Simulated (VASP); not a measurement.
# MgO (F-43m) in VASP: settings compared

MgO is run at these levels: PBE-based screened hybrid, LDA, PBEsol; tasks: single point.

Program: VASP 6.6.1. These are calculated values, not measurements. Logs are shortened: lines on timing, memory, paths and dates and some standing lists are left out, and cuts for length are marked.

## Step 1: The cell of the first run

Symmetry: F-43m, No. 216, cubic system. Conventional cell: a = 4.564 Å, b = 4.564 Å, c = 4.564 Å, α = 90.00°, β = 90.00°, γ = 90.00°. Within 2.6 Å of Mg (site symmetry -43m) lie 4 O at 1.98 Å. Within 2.6 Å of O (site symmetry -43m) lie 4 Mg at 1.98 Å.

## Step 2: Single point, PBE-based screened hybrid

POSCAR reads:

```
MgO
1.0
    0.0000000000      2.2820056624      2.2820056624
    2.2820056624      0.0000000000      2.2820056624
    2.2820056624      2.2820056624      0.0000000000
Mg O
1 1
Direct
    0.0000000000      0.0000000000      0.0000000000
    0.2500000000      0.2500000000      0.2500000000
```

INCAR.step1 reads:

```
  ALGO = Normal
  EDIFF = 1E-5
  ENCUT = 520
  GGA = PE
  ISIF = 2
  ISMEAR = 0
  LASPH = T
  LCHARG = F
  LREAL = F
  LWAVE = T
  NBANDS = 11
  NELM = 60
  PREC = Accurate
  SIGMA = 0.01
```

INCAR.step2 reads:

```
  AEXX = 0.75
  ALGO = Normal
  EDIFF = 1E-6
  ENCUT = 520
  GGA = PE
  HFSCREEN = 0.2078
  ISIF = 2
  ISMEAR = 0
  ISTART = 1
  LASPH = T
  LCHARG = F
  LHFCALC = T
  LREAL = F
  LWAVE = F
  NBANDS = 11
  NELM = 60
  PREC = Accurate
  PRECFOCK = Normal
  SIGMA = 0.01
```

KPOINTS reads:

```
k-points
0
Gamma
  4 4 4
```

Potentials or basis: VASP PAW PBE potentials, release 64 (Mg, O).

Command:

```bash
cat potpaw_PBE.64/Mg/POTCAR potpaw_PBE.64/O/POTCAR > POTCAR
cp INCAR.step1 INCAR
mpirun -np 1 vasp_std > vasp.out
cp INCAR.step2 INCAR
mpirun -np 1 vasp_std > vasp.out
```

OUTCAR:

```text
AEXX = 0.75
   EDIFF = 1E-6
   ENCUT = 520
   GGA = PE
   HFSCREEN = 0.2078
   ISIF = 2
   ISMEAR = 0
   ISTART = 1
   LASPH = T
   LHFCALC = T
   LREAL = F
   NELM = 60
   PREC = Accurate
   PRECFOCK = Normal

 ion  position               nearest neighbor table
   1  0.000  0.000  0.000-   2 1.98   2 1.98   2 1.98   2 1.98
   2  0.250  0.250  0.250-   1 1.98   1 1.98   1 1.98   1 1.98

  LATTYP: Found a face centered cubic cell.
 ALAT       =     4.5640113248

  Lattice vectors:

 A1 = (   0.0000000000,   2.2820056624,   2.2820056624)
 A2 = (   2.2820056624,   0.0000000000,   2.2820056624)
 A3 = (   2.2820056624,   2.2820056624,   0.0000000000)

Analysis of symmetry for initial positions (statically):
[... 5 lines left out ...]
 face centered cubic supercell.

 Subroutine GETGRP returns: Found 24 space group operations
 (whereof 24 operations were pure point group operations)
 out of a pool of 48 trial point group operations.

The static configuration has the point symmetry T_d .

Analysis of symmetry for dynamics (positions and initial velocities):
[... 5 lines left out ...]
 face centered cubic supercell.

 Subroutine GETGRP returns: Found 24 space group operations
 (whereof 24 operations were pure point group operations)
 out of a pool of 48 trial point group operations.

The dynamic configuration has the point symmetry T_d .

 Subroutine INISYM returns: Found 24 space group operations
 (whereof 24 operations are pure point group operations),
 and found     1 'primitive' translations

----------------------------------------------------------------------------------------

                                     Primitive cell

  volume of cell :      23.7673

  direct lattice vectors                    reciprocal lattice vectors
     0.000000000  2.282005662  2.282005662    -0.219105504  0.219105504  0.219105504
     2.282005662  0.000000000  2.282005662     0.219105504 -0.219105504  0.219105504
     2.282005662  2.282005662  0.000000000     0.219105504  0.219105504 -0.219105504

  length of vectors
     3.227243357  3.227243357  3.227243357     0.379501865  0.379501865  0.379501865

  position of ions in fractional coordinates (direct lattice)
     0.000000000  0.000000000  0.000000000
     0.250000000  0.250000000  0.250000000

  ion indices of the primitive-cell ions
   primitive index   ion index
                 1           1
                 2           2

----------------------------------------------------------------------------------------

 KPOINTS: k-points

Automatic generation of k-mesh.
 Grid dimensions read from file:
 generate k-points for:    4    4    4

 Generating k-lattice:

  Cartesian coordinates                     Fractional coordinates (reciprocal lattice)
    -0.054776376  0.054776376  0.054776376     0.250000000  0.000000000  0.000000000
     0.054776376 -0.054776376  0.054776376     0.000000000  0.250000000  0.000000000
     0.054776376  0.054776376 -0.054776376     0.000000000  0.000000000  0.250000000

  Length of vectors
     0.094875466  0.094875466  0.094875466

  Shift w.r.t. Gamma in fractional coordinates (k-lattice)
     0.000000000  0.000000000  0.000000000

 Subroutine IBZKPT returns following result:
 ===========================================

 Found      8 irreducible k-points:

 Following reciprocal coordinates:
            Coordinates               Weight
  0.000000  0.000000  0.000000      1.000000
  0.250000  0.000000  0.000000      8.000000
  0.500000  0.000000  0.000000      4.000000
  0.250000  0.250000  0.000000      6.000000
  0.500000  0.250000  0.000000     24.000000
 -0.250000  0.250000  0.000000     12.000000
  0.500000  0.500000  0.000000      3.000000
 -0.250000  0.500000  0.250000      6.000000
   k-points           NKPTS =      8   k-points in BZ     NKDIM =     64   number of bands    NBANDS=     11
   number of dos      NEDOS =    301   number of ions     NIONS =      2
   total plane-waves  NPLWV =  13824
   dimension x,y,z NGX =    24 NGY =   24 NGZ =   24
   dimension x,y,z NGXF=    48 NGYF=   48 NGZF=   48
   ions per type =               1   1
   NGX,Y,Z   is equivalent  to a cutoff of  12.36, 12.36, 12.36 a.u.
   NGXF,Y,Z  is equivalent  to a cutoff of  24.73, 24.73, 24.73 a.u.
 SYSTEM =  unknown system
   PREC   = accura    normal or accurate (medium, high low for compatibility)
   ISTART =      1    job   : 0-new  1-cont  2-samecut
   ICHARG =      0    charge: 1-file 2-atom 10-const
   ISPIN  =      1    spin polarized calculation?
   LNONCOLLINEAR =      F non collinear calculations
   LSORBIT =      F    spin-orbit coupling
   LASPH  =      T    aspherical Exc in radial PAW
   ENCUT  =  520.0 eV  38.22 Ry    6.18 a.u.   6.00  6.00  6.00*2*pi/ulx,y,z
   NELM   =     60;   NELMIN=  2; NELMDL=  0     # of ELM steps
   EDIFF  = 0.1E-05   stopping-criterion for ELM
   LREAL  =      F    real-space projection
   EDIFFG = 0.1E-04   stopping-criterion for IOM
   NSW    =      0    number of steps for IOM
   IBRION =     -1    ionic relax: 0-MD 1-quasi-New 2-CG
   NFREE  =      0    steps in history (QN), initial steepest desc. (CG)
   ISIF   =      2    stress and relaxation
   ISYM   =      3    0-nonsym 1-usesym 2-fastsym
   POTIM  = 0.5000    time-step for ionic-motion
   TEBEG  =    0.0;   TEEND  =   0.0 temperature during run
   PSTRESS=    0.0 pullay stress
   NELECT =       8.0000    total number of electrons
   NUPDOWN=      -1.0000    fix difference up-down
   EMIN   =  10.00;   EMAX   =-10.00  energy-range for DOS
   EFERMI =   0.00;   METHOD = LEGACY
   ISMEAR =     0;   SIGMA  =   0.01  broadening in eV -4-tet -1-fermi 0-gaus
   EFERMI_NEDOS =   21; number of points for ismear=-14 and -15
   IALGO  =     38    algorithm
   IMIX   =      1    mixing-type and parameters
     AMIX     =   0.40;   BMIX     =  1.00
     AMIX_MAG =   1.60;   BMIX_MAG =  1.00
  volume/ion in A,a.u.               =      11.88        80.19
  Fermi-wavevector in a.u.,A,eV,Ry     =   1.138793  2.152007 17.644708  1.296849
  Thomas-Fermi vector in A             =   2.275497
   LORBIT       =      0    0 simple, 1 ext, 2 COOP (PROOUT), +10 PAW based schemes
   GGA     = PE    functional components
   LHFCALC =     T    Hartree Fock is set to
   PRECFOCK=normal    Normal, Fast or Accurate (Low or Medium for compatibility)
   ENCUT4O =  -1.0   cutoff for four orbital integrals eV
   NKREDX  =     1    reduce k-point grid by
   NKREDY  =     1    reduce k-point grid by
   NKREDZ  =     1    reduce k-point grid by
   AEXX    =    0.7500 exact exchange contribution
   HFSCREEN=    0.2078 screening length (either q_TF or 0.3 A-1)
   HFSCREENC=   0.2078 screening length for correlation (either q_TF or 0.3 A-1)
   ENCUTFOCK=  -1.0 apply spherical cutoff to Coloumb kernel
   IVDW    =     0    specifies the selected vdW correction
   LEPSILON=     F    determine dielectric tensor
   LRPA    =     F    only Hartree local field effects (RPA)
 non-spin polarized calculation
 Gauss-broadening in eV      SIGMA  =   0.01
  energy-cutoff  :      520.00
  volume of cell :       23.77
 maximum number of plane-waves:       648
  NGX = 20; NGY = 20; NGZ = 20

 number of electron       8.0000007 magnetization

 Free energy of the ion-electron system (eV)
  ---------------------------------------------------
  ext. energy  EPLUGINS =         0.00000000
  ---------------------------------------------------
  free energy    TOTEN  =       -18.63367034 eV

  energy without entropy =      -18.63367034  energy(sigma->0) =      -18.63367034

 E-fermi :  -2.9833     XC(G=0):  -4.6482

 val. band max:       -3.0999176869   @ k =   0.0000   0.0000   0.0000
 cond. band min:       5.6211223030   @ k =   0.0000   0.0000   0.0000
 fundamental gap:      8.7210399899
 Fermi energy:        -2.9833175173

 k-point     1 :       0.0000    0.0000    0.0000
  band No.  band energies     occupation
      1     -23.3380      2.00000
      2      -3.0999      2.00000
      3      -3.0999      2.00000
      4      -3.0999      2.00000
      5       5.6211      0.00000
      6      19.7898      0.00000
      7      19.7898      0.00000
      8      19.7898      0.00000
      9      23.5857      0.00000
     10      23.5857      0.00000
     11      23.6322      0.00000

 k-point     2 :       0.2500    0.0000    0.0000
  band No.  band energies     occupation
      1     -22.9744      2.00000
      2      -5.0767      2.00000
      3      -3.2247      2.00000
      4      -3.2247      2.00000
      5       8.1556      0.00000
      6      16.0366      0.00000
      7      18.6909      0.00000
      8      18.6909      0.00000
      9      22.2039      0.00000
     10      22.4275      0.00000
     11      22.4275      0.00000

 k-point     3 :       0.5000    0.0000    0.0000
  band No.  band energies     occupation
      1     -22.5813      2.00000
      2      -6.5756      2.00000
      3      -3.3468      2.00000
      4      -3.3468      2.00000
      5      11.2683      0.00000
      6      12.4166      0.00000
      7      17.3670      0.00000
      8      17.3670      0.00000
      9      22.8201      0.00000
     10      25.5725      0.00000
     11      25.5725      0.00000

 k-point     4 :       0.2500    0.2500    0.0000
  band No.  band energies     occupation
      1     -22.8588      2.00000
      2      -4.9531      2.00000
      3      -3.5776      2.00000
      4      -3.5776      2.00000
      5       8.4217      0.00000
      6      15.3169      0.00000
      7      17.6208      0.00000
      8      19.7000      0.00000
      9      19.7000      0.00000
     10      25.4608      0.00000
     11      26.8869      0.00000

 k-point     5 :       0.5000    0.2500    0.0000
  band No.  band energies     occupation
      1     -22.4727      2.00000
      2      -5.8800      2.00000
      3      -4.2925      2.00000
      4      -3.6972      2.00000
      5       9.9958      0.00000
      6      13.6539      0.00000
      7      16.7486      0.00000
      8      18.8273      0.00000
      9      21.1517      0.00000
     10      26.6349      0.00000
     11      27.8593      0.00000

 k-point     6 :      -0.2500    0.2500    0.0000
  band No.  band energies     occupation
      1     -22.5973      2.00000
      2      -5.6729      2.00000
      3      -4.3761      2.00000
      4      -3.3522      2.00000
      5      10.4438      0.00000
      6      13.7365      0.00000
      7      16.4099      0.00000
      8      18.1971      0.00000
      9      22.7834      0.00000
     10      24.2715      0.00000
     11      26.8465      0.00000

 k-point     7 :       0.5000    0.5000    0.0000
  band No.  band energies     occupation
      1     -22.3554      2.00000
      2      -6.0391      2.00000
      3      -4.0225      2.00000
      4      -4.0225      2.00000
      5       8.2558      0.00000
      6      14.1433      0.00000
      7      17.6540      0.00000
      8      20.2347      0.00000
      9      20.2347      0.00000
     10      25.9106      0.00000
     11      30.2387      0.00000

 k-point     8 :      -0.2500    0.5000    0.2500
  band No.  band energies     occupation
      1     -22.3482      2.00000
      2      -5.1889      2.00000
      3      -5.0120      2.00000
      4      -4.2872      2.00000
      5       9.8700      0.00000
      6      14.3755      0.00000
      7      16.8738      0.00000
      8      17.4318      0.00000
      9      23.8281      0.00000
     10      23.8567      0.00000
     11      28.5019      0.00000

------------------------ aborting loop because EDIFF is reached ----------------------------------------

  FORCE on cell =-STRESS in cart. coord.  units (eV):
  Direction    XX          YY          ZZ          XY          YZ          ZX
  --------------------------------------------------------------------------------------
  -------------------------------------------------------------------------------------
  Total       -1.0109977     -1.0109977     -1.0109977      0.0000000      0.0000000      0.0000000
  in kB      -68.1523160    -68.1523160    -68.1523160      0.0000000      0.0000000      0.0000000
  external PRESSURE =     -68.1523160 kB  Pullay stress =       0.0000000 kB

 VOLUME and BASIS-vectors are now :
 -----------------------------------------------------------------------------
  energy-cutoff  :      520.00
  volume of cell :       23.77
      direct lattice vectors                 reciprocal lattice vectors
     0.000000000  2.282005662  2.282005662    -0.219105504  0.219105504  0.219105504
     2.282005662  0.000000000  2.282005662     0.219105504 -0.219105504  0.219105504
     2.282005662  2.282005662  0.000000000     0.219105504  0.219105504 -0.219105504

 POSITION                                       TOTAL-FORCE (eV/Angst)
 -----------------------------------------------------------------------------------
      0.00000      0.00000      0.00000         0.000000     -0.000000     -0.000000
      1.14100      1.14100      1.14100        -0.000000      0.000000      0.000000
 -----------------------------------------------------------------------------------
    total drift:                                0.000007      0.000004      0.000005

  FREE ENERGIE OF THE ION-ELECTRON SYSTEM (eV)
  ---------------------------------------------------
  free  energy   TOTEN  =       -18.6336703382 eV

  energy  without entropy=      -18.6336703382  energy(sigma->0) =      -18.63367034
```

It took 61 s on 1 thread of AMD EPYC 9R45 (Zen 5), shared host; peak memory 0.22 GiB.

What came out:

```yaml
Free_energy: -18.6337 eV
Pressure: -6.8 GPa
Band_gap_on_the_k_mesh: 8.72 eV, direct
```

Caveat: the k points lie up to 0.60 Å⁻¹ apart; the PAW data sets were made with another functional, which shifts forces and pressure a little.

## Step 3: Single point, LDA

INCAR reads:

```
SYSTEM = MgO
ALGO = Normal
EDIFF = 1E-6
ENCUT = 600
GGA = CA
GGA_COMPAT = .False.
ISIF = 2
ISMEAR = 0
LASPH = .True.
LCHARG = .True.
LELF = .True.
LREAL = .False.
LVHAR = .True.
LWAVE = .False.
NBANDS = 11
NELM = 120
PREC = Accurate
SIGMA = 0.01
```

KPOINTS reads:

```
k-points
0
Gamma
  4 4 4
  0 0 0
```

POSCAR is that of step 2.

Potentials or basis: VASP PAW LDA potentials, release 64 (Mg, O).

Command:

```bash
cat potpaw_LDA.64/Mg/POTCAR potpaw_LDA.64/O/POTCAR > POTCAR
mpirun -np 1 vasp_std > vasp.out
```

OUTCAR:

```text
SYSTEM = MgO
   EDIFF = 1E-6
   ENCUT = 600
   GGA = CA
   ISIF = 2
   ISMEAR = 0
   LASPH = .True.
   LREAL = .False.
   NELM = 120
   PREC = Accurate

 ion  position               nearest neighbor table
   1  0.000  0.000  0.000-   2 1.98   2 1.98   2 1.98   2 1.98
   2  0.250  0.250  0.250-   1 1.98   1 1.98   1 1.98   1 1.98

  LATTYP: Found a face centered cubic cell.
 ALAT       =     4.5640113248

  Lattice vectors:

 A1 = (   0.0000000000,   2.2820056624,   2.2820056624)
[... 279 lines left out ...]

------------------------ aborting loop because EDIFF is reached ----------------------------------------

  FORCE on cell =-STRESS in cart. coord.  units (eV):
  Direction    XX          YY          ZZ          XY          YZ          ZX
  --------------------------------------------------------------------------------------
  -------------------------------------------------------------------------------------
  Total       -0.7280889     -0.7280889     -0.7280889      0.0000000     -0.0000000      0.0000000
  in kB      -49.0811608    -49.0811608    -49.0811608      0.0000000     -0.0000000      0.0000000
  external PRESSURE =     -49.0811608 kB  Pullay stress =       0.0000000 kB

 VOLUME and BASIS-vectors are now :
 -----------------------------------------------------------------------------
  energy-cutoff  :      600.00
  volume of cell :       23.77
      direct lattice vectors                 reciprocal lattice vectors
     0.000000000  2.282005662  2.282005662    -0.219105504  0.219105504  0.219105504
     2.282005662  0.000000000  2.282005662     0.219105504 -0.219105504  0.219105504
     2.282005662  2.282005662  0.000000000     0.219105504  0.219105504 -0.219105504

 POSITION                                       TOTAL-FORCE (eV/Angst)
 -----------------------------------------------------------------------------------
      0.00000      0.00000      0.00000         0.000000      0.000000      0.000000
      1.14100      1.14100      1.14100        -0.000000     -0.000000     -0.000000
 -----------------------------------------------------------------------------------
    total drift:                                0.000000      0.000000      0.000000

  FREE ENERGIE OF THE ION-ELECTRON SYSTEM (eV)
  ---------------------------------------------------
  free  energy   TOTEN  =       -13.0486646551 eV

  energy  without entropy=      -13.0486646551  energy(sigma->0) =      -13.04866466
```

OSZICAR:

```text
N       E                     dE             d eps       ncg     rms          rms(c)
DAV:   1     0.170882016925E+02    0.17088E+02   -0.48539E+03   200   0.696E+02
DAV:   2    -0.143985731454E+02   -0.31487E+02   -0.30721E+02   206   0.141E+02
DAV:   3    -0.152332889241E+02   -0.83472E+00   -0.83405E+00   223   0.214E+01
DAV:   4    -0.152358207269E+02   -0.25318E-02   -0.25317E-02   197   0.136E+00
DAV:   5    -0.152358309283E+02   -0.10201E-04   -0.10201E-04   220   0.784E-02    0.813E+00
DAV:   6    -0.131509801374E+02    0.20849E+01   -0.13291E+01   185   0.189E+01    0.282E+00
DAV:   7    -0.130833499800E+02    0.67630E-01   -0.15576E-01   185   0.300E+00    0.149E+00
DAV:   8    -0.130499451578E+02    0.33405E-01   -0.63246E-02   185   0.245E+00    0.354E-01
DAV:   9    -0.130491909026E+02    0.75426E-03   -0.58337E-04   220   0.183E-01    0.244E-01
DAV:  10    -0.130486699390E+02    0.52096E-03   -0.12385E-03   182   0.304E-01    0.175E-02
DAV:  11    -0.130486645415E+02    0.53975E-05   -0.30845E-05   206   0.291E-02    0.630E-03
DAV:  12    -0.130486646551E+02   -0.11362E-06   -0.38838E-07   148   0.406E-03
   1 F= -.13048665E+02 E0= -.13048665E+02  d E =-.461971E-90
```

stdout:

```text
POSCAR found type information on POSCAR MgO
 POSCAR found :  2 types and       2 ions
 scaLAPACK will be used
 LDA part: xc-table for (Slater(with rela. corr.)+CA(PZ))
 , standard interpolation
 POSCAR, INCAR and KPOINTS ok, starting setup
 FFT: planning ... GRIDC
 FFT: planning ... GRID_SOFT
 FFT: planning ... GRID
 WAVECAR not read
 entering main loop
```

It used 5.8 s of CPU time on 1 thread of AMD EPYC 7R13 Processor (Zen 3), on a shared host.

What came out:

```
Free energy            : -13.0487 eV
Pressure               : -4.9 GPa
Band gap on the k mesh : 3.55 eV, direct
```

Levels at points of the mesh, in eV from the valence-band top:
| k point | band 1 | band 2 | band 3 | band 4 | band 5 | band 6 | band 7 | band 8 | band 9 |
| --- | --- | --- | --- | --- | --- | --- | --- | --- | --- |
| (0.00, 0.00, 0.00) | -15.60 | 0.00 | 0.00 | 0.00 | 3.55 | 16.50 | 16.50 | 16.50 | 20.05 |
| (0.50, 0.00, 0.00) | -14.89 | -3.11 | -0.19 | -0.19 | 8.61 | 9.54 | 14.36 | 14.36 | 19.40 |
| (0.50, 0.50, 0.00) | -14.68 | -2.57 | -0.76 | -0.76 | 6.07 | 11.33 | 13.83 | 16.39 | 16.39 |

Caveat: the k points lie up to 0.60 Å⁻¹ apart.

(Continued in part 2 of 3.)
